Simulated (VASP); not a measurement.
Runs of VASP 6.6.1 on C. The structure is hexagonal, space group P6_3mc (No. 186). Conventional cell: a = 2.470 Å, b = 2.470 Å, c = 6.790 Å, α = 90.00°, β = 90.00°, γ = 120.00°. Within 1.9 Å of C (site symmetry 3m) lie 3 C at 1.43 Å. Within 1.9 Å of C (site symmetry 3m) lie 3 C at 1.43 Å. 

| k mesh | gap on the mesh (eV) | pressure (GPa) | largest force (eV/Å) |
| --- | --- | --- | --- |
| 13 × 13 × 4 | 0.83 | 0.0 | 0.57 |
| 8 × 8 × 3 | 1.72 | 0.0 | 0.57 |
| 6 × 6 × 2 | none | (b) | 0.56 |
| 3 × 3 × 1 | none | 2.3 | 0.56 |
| 10 × 10 × 4 | 1.26 | 0.0 | 0.57 |
| 5 × 5 × 2 | 2.53 | (a) | 0.57 |

Alike in all rows: task single point; level PBE; potentials or basis VASP PAW PBE potentials, release 64 (C); no spin polarisation; cell as given; cutoff (eV) 520; smearing methfessel-paxton 0.05 eV.

Task: Fill in the values left out.

Result: (a) 0.1; (b) 0.3.

Caveats: some runs use coarse meshes; this functional lacks dispersion, which binds the layers, so the pressure and a relaxed spacing across them are unreliable.

A k mesh can miss the band edges.

A gap of «none» marks levels without a gap at the run's occupations.
